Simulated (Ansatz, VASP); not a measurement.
# Two plane-wave programs on Sc

File INCAR:

```
PREC     = Accurate       # precision mode
ENCUT    = 520            # plane-wave cutoff, eV
EDIFF    = 1E-6           # SCF threshold, eV
ISMEAR   = -1             # smearing method
SIGMA    = 0.1            # smearing width, eV
LREAL    = False          # projectors in reciprocal space
LASPH    = True           # aspherical terms in the spheres
NELM     = 80             # most SCF steps
ALGO     = Normal         # electronic algorithm
ISIF     = 2              # what is computed and relaxed
LWAVE    = False          # write WAVECAR
LCHARG   = False          # write CHGCAR
NBANDS   = 18             # bands
```

File KPOINTS:

```
Automatic mesh
0
Gamma
  10 10 10
```

POSCAR

```
Sc
1.0
    0.0000000000      2.9586269013      2.9586269013
    2.9586269013      0.0000000000      2.9586269013
    2.9586269013      2.9586269013      0.0000000000
Sc
2
Direct
    0.1250000000      0.1250000000      0.1250000000
    0.8750000000      0.8750000000      0.8750000000
```

Input for Ansatz:

```yaml
crystal:
  lattice:
    - [0.0, 2.9586269013, 2.9586269013]
    - [2.9586269013, 0.0, 2.9586269013]
    - [2.9586269013, 2.9586269013, 0.0]
  atoms:
    - { symbol: Sc, position: [0.125, 0.125, 0.125] }
    - { symbol: Sc, position: [0.875, 0.875, 0.875] }
hamiltonian:
  xc: lda
  pseudopotentials:
    kind: paw
    azcp:
      Sc: "pseudopotentials/Sc.paw.azcp"
basis:
  ecutwfc: 420
  fft_grid_basis: typed
kpoints:
  mp_grid: { grid: [10, 10, 10], shift: [0, 0, 0] }
magnetization:
  spin_polarized: false
scf:
  occupations: { method: fermi_dirac, width: 0.1 }
  lower_state_search: "off"
output:
  stress: true
  write_density: true
  write_potential: true
  elf: true
  volumetric_format: npy
```

Alike in both runs: task single point; functional LDA; k mesh 10 × 10 × 10; occupations fermi-dirac, width 0.1 eV; no spin polarisation.

|  | VASP | Ansatz |
| --- | --- | --- |
| version | VASP 6.6.1 | Ansatz 0.2.0 |
| potentials or method | VASP PAW LDA potentials, release 64 (Sc_sv), cutoff 520 eV | plane waves (420 eV) with PAW, scalar-relativistic |
| valence electrons in the cell | 22 | 22 |

|  | VASP | Ansatz | Ansatz less VASP |
| --- | --- | --- | --- |
| pressure (GPa) | 0.3 | 0.3 | -0.02 |

Ansatz warns that its potentials were made for another functional, while VASP's fit it. LDA's correlation is that of Perdew and Zunger in VASP and of Perdew and Wang (1992) in Ansatz.
